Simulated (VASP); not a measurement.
TiAl, 2 atoms in the cell. It takes space group P3m1 (No. 156, trigonal). The conventional cell has a = 2.867 Å, b = 2.867 Å, c = 4.678 Å, α = 90.00°, β = 90.00°, γ = 120.00°. Ti (site symmetry 3m) has 6 Al at 2.82 to 2.91 Å and 6 Ti at 2.87 Å within 3.7 Å. Within 3.7 Å of Al (site symmetry 3m) lie 6 Ti at 2.82 to 2.91 Å and 6 Al at 2.87 Å.  This cell differs from its parent crystal: all Ti atoms moved +0.050 Å, as atom 1 along Cartesian [0 0 1].

* Program: VASP 6.6.1
* Task: single point
* Functional: r2SCAN
* Potentials or basis: VASP PAW PBE potentials, release 64 (Ti_sv, Al)
* Cutoff: 520 eV
* k mesh: 21 × 21 × 10
* Occupations: gaussian, width 0.15 eV
* Spin: no spin polarisation
* Dipole correction: no
* Further INCAR settings: ALGO = Normal; EDIFF = 1e-07; NBANDS = 14

Potentials or basis: VASP PAW PBE potentials, release 64 (Ti_sv, Al).

The run is started by

```console
$ cat potpaw_PBE.64/Ti_sv/POTCAR potpaw_PBE.64/Al/POTCAR > POTCAR
$ cp INCAR.step1 INCAR
$ mpirun -np 1 vasp_std > vasp.out
$ cp INCAR.step2 INCAR
$ mpirun -np 1 vasp_std > vasp.out
```

Hardware: 1 thread of Intel(R) Xeon(R) Platinum 8488C (Sapphire Rapids) (shared host).

Problem. How long does it take, and how much memory?

Solution. It took 6.6 min on 1 thread of Intel(R) Xeon(R) Platinum 8488C (Sapphire Rapids) (shared host), peak memory 0.33 GiB. Counts: k points 436.
